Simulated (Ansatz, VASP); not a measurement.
# Si: VASP beside Ansatz

File INCAR:

```
ALGO = Normal
EDIFF = 1E-6
ENCUT = 500
GGA = PE
GGA_COMPAT = False
ISIF = 2
ISMEAR = 0
LASPH = True
LCHARG = False
LREAL = False
LWAVE = False
NBANDS = 11
NELM = 120
PREC = Accurate
SIGMA = 0.1
```

Contents of KPOINTS:

```
k-points
0
Gamma
  6 6 6
```

Contents of POSCAR:

```
Si
1.0
    0.0000000000      2.7154705000      2.7154705000
    2.7154705000      0.0000000000      2.7154705000
    2.7154705000      2.7154705000      0.0000000000
Si
2
Direct
    0.0000000000      0.0000000000      0.0000000000
    0.2500000000      0.2500000000      0.2500000000
```

Input for Ansatz:

```yaml
crystal:
  lattice:
    - [0.0, 2.7154705, 2.7154705]
    - [2.7154705, 0.0, 2.7154705]
    - [2.7154705, 2.7154705, 0.0]
  atoms:
    - { symbol: Si, position: [0.0, 0.0, 0.0] }
    - { symbol: Si, position: [0.25, 0.25, 0.25] }
basis:
  ecutwfc: 600.0
kpoints:
  mp_grid: { grid: [6, 6, 6] }
hamiltonian:
  xc: pbe
  pseudopotentials: { kind: paw }
scf:
  occupations: { method: gaussian, width: 0.1 }
output:
  forces: true
  stress: true
  eigenvalues: true
```

Alike in both runs: task single point; functional PBE; k mesh 6 × 6 × 6; occupations gaussian, width 0.1 eV; no spin polarisation.

```csv
,VASP,Ansatz
version,VASP 6.6.1,Ansatz 0.2.0
potentials or method,"VASP PAW PBE potentials, release 64 (Si), cutoff 500 eV","scalar-relativistic, plane waves, PAW"
valence electrons in the cell,8,8
```

```csv
,VASP,Ansatz,Ansatz less VASP
gap on the k mesh at the Fermi level (eV),0.71,0.71,-0.002
least direct gap on the mesh (eV),2.56,2.56,-0.005
pressure (GPa),2.0,2.1,+0.08
```

With one functional, cell and mesh, what is left measures potentials, basis and numerics.
